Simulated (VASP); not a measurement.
# Si2B3: relaxation of cell and atoms with PBE

Si2B3:

```
Si B
1.0
     2.41035   -2.85140    0.00000
     2.41035    2.85140    0.00000
     0.00000    0.00000    3.76873
Si B
2 3
Direct
  0.85991 0.14009 0.00000
  0.14009 0.85991 0.00000
  0.66062 0.33938 0.50000
  0.33938 0.66062 0.50000
  0.00000 0.00000 0.50000
```

```json
{
  "Program": "VASP 6.6.1",
  "Task": "relaxation of cell and atoms",
  "Functional": "PBE",
  "Potentials or basis": "VASP PAW PBE potentials, release 64 (Si, B)",
  "Cutoff": "500 eV",
  "k mesh": "4 × 4 × 4",
  "Occupations": "gaussian, width 0.2 eV",
  "Spin": "no spin polarisation",
  "Dipole correction": "no",
  "Further INCAR settings": "ALGO = Normal; EDIFF = 1e-07; IBRION = 2; EDIFFG = -0.08; NSW = 36; ISIF = 3"
}
```

```yaml
Relaxed_volume: 10.39 Å³/atom
Relaxed_cell: a = 3.493 Å, b = 3.493 Å, c = 4.266 Å, α = 90.00°, β = 90.00°, γ = 93.30°
Space_group_after_relaxing_to_0.05_Å: Cmmm (No. 65)
Energy_gained_by_relaxing: 1741.6 meV/atom
Ionic_steps: 17
Pressure_after_relaxing: 0.0 GPa
Largest_force_after_relaxing: 0.054 eV/Å
```

Forces in eV/Å, atoms in the order of the input:
```
Si   0.000 -0.043  0.000
Si   0.000  0.043  0.000
B    0.000  0.054  0.000
B    0.000 -0.054  0.000
B    0.000  0.000  0.000
```

Stress tensor (GPa, compression positive):
```
-0.22  0.00  0.00
 0.00  0.00  0.00
 0.00  0.00  0.32
```

The path:
```
step  energy change (eV)  largest force (eV/Å)  pressure (GPa)  volume (Å³)
   1              0.0000               31.0078           43.28        51.80
   2              6.9024               42.8359           36.00        73.66
   3             -4.6284                1.2728           -2.12        61.48
   4             -4.8228                1.3267           -2.40        61.03
   5             -6.2115                1.5360           -4.19        56.37
   6             -6.9394                1.0992           -3.42        54.08
   7             -7.1496                0.9663           -1.11        52.94
   8             -7.1578                1.1084            0.63        52.46
   9             -7.1622                0.9233           -0.11        52.65
  10             -8.1344                0.8666           -2.67        52.65
  11             -7.0180               11.9811           17.86        51.60
  12             -8.3803                2.2931           -0.35        52.49
  13             -8.6922                0.1891            0.32        52.33
  14             -8.6928                0.2469            0.23        52.34
  15             -8.7019                0.2223           -1.74        52.44
  16             -8.7053                0.0854           -1.12        52.41
  17             -8.7078                0.0536            0.03        51.96
```

Final structure:
```
Si B
1.0
     2.39758   -2.53983    0.00000
     2.39758    2.53983    0.00000
     0.00000    0.00000    4.26624
Si B
2 3
Direct
  0.77504 0.22496 0.00000
  0.22496 0.77504 0.00000
  0.66606 0.33394 0.50000
  0.33394 0.66606 0.50000
  0.00000 0.00000 0.50000
```

Levels at points of the mesh, in eV from the Fermi level:
| k point | band 7 | band 8 | band 9 | band 10 | band 11 | band 12 |
| --- | --- | --- | --- | --- | --- | --- |
| (0.00, 0.00, 0.00) | -1.24 | 0.08 | 0.11 | 1.93 | 2.05 | 2.28 |
| (0.50, 0.00, 0.00) | -4.59 | -1.36 | -0.56 | -0.05 | 3.64 | 5.08 |
| (0.50, 0.50, 0.00) | -3.34 | -3.07 | -2.11 | -1.38 | -0.86 | 3.17 |
| (0.00, 0.00, 0.50) | -1.81 | -0.98 | -0.39 | -0.07 | 2.27 | 2.71 |
| (0.50, 0.00, 0.50) | 0.33 | 0.39 | 0.60 | 0.85 | 1.90 | 2.27 |
| (0.50, 0.50, 0.50) | -6.06 | -5.42 | 3.61 | 4.43 | 5.61 | 5.79 |

It took 80 s on 1 thread of Intel(R) Xeon(R) 6975P-C (Granite Rapids), with other jobs on the host, peak memory 0.15 GiB.

Caveat: the k points lie up to 0.45 Å⁻¹ apart in the final cell; the relaxation stopped at a loose force limit of 0.08 eV/Å, so its end isn't a converged minimum.
